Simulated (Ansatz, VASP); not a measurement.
Two plane-wave programs on C

The input POSCAR:

```
C
1.0
    1.2280263465      0.7090013417      3.2633355684
   -1.2280263465      0.7090013417      3.2633355684
    0.0000000000     -1.4180026834      3.2633355684
C
2
Direct
    0.1640000000      0.1640000000      0.1640000000
    0.8360000000      0.8360000000      0.8360000000
```

The input INCAR.step1:

```
PREC = Accurate
ENCUT = 520
ISMEAR = 0
SIGMA = 0.05
LREAL = False
LASPH = True
NELM = 60
NBANDS = 11
GGA = PE
ALGO = Normal
EDIFF = 1E-4
LWAVE = True
LCHARG = False
```

The input INCAR.step2:

```
PREC = Accurate
ENCUT = 520
EDIFF = 1E-6
ISMEAR = 0
SIGMA = 0.05
LREAL = False
LASPH = True
NELM = 60
ALGO = Normal
ISIF = 2
LWAVE = False
LCHARG = False
METAGGA = R2SCAN
LMIXTAU = True
NBANDS = 11
ISTART = 1
```

KPOINTS

```
regular mesh
0
Gamma
  12 12 12
```

Input for Ansatz:

```yaml
crystal:
  lattice:
    - [1.2280263465, 0.7090013417, 3.2633355684]
    - [-1.2280263465, 0.7090013417, 3.2633355684]
    - [0.0, -1.4180026834, 3.2633355684]
  atoms:
    - { symbol: C, position: [0.164, 0.164, 0.164] }
    - { symbol: C, position: [0.836, 0.836, 0.836] }
basis:
  ecutwfc: 500
kpoints:
  mp_grid: { grid: [12, 12, 12] }
hamiltonian:
  xc: r2scan
scf:
  occupations: { method: gaussian, width: 0.05 }
output:
  forces: true
  stress: true
  eigenvalues: true
```

Change from the starting cell: strain +0.000 along x and y, -0.025 along z, atoms carried along.

Alike in both runs: task single point; functional r2SCAN; k mesh 12 × 12 × 12; occupations gaussian, width 0.05 eV; no spin polarisation.

|  | VASP | Ansatz |
| --- | --- | --- |
| version | VASP 6.6.1 | Ansatz 0.2.0 |
| potentials or method | VASP PAW PBE potentials, release 64 (C), cutoff 520 eV | scalar-relativistic, plane waves, PAW |
| valence electrons in the cell | 8 | 8 |

|  | VASP | Ansatz | Ansatz less VASP |
| --- | --- | --- | --- |
| gap on the k mesh at the Fermi level (eV) | 0.91 | 0.91 | +0.001 |
| least direct gap on the mesh (eV) | 0.91 | 0.91 | +0.001 |
| pressure (GPa) | 1.2 | 0.5 | -0.71 |
| traceless stress, the component that is largest in VASP (GPa) | 0.86 | 1.66 | +0.803 |
| rms of the force components (eV/Å) | 0.501 | 0.506 | +0.0051 |

VASP's potentials were made for PBE, not for r2SCAN. Atom by atom the forces differ by 0.005 eV/Å (rms over components). With one functional, cell and mesh, what is left measures potentials, basis and numerics.
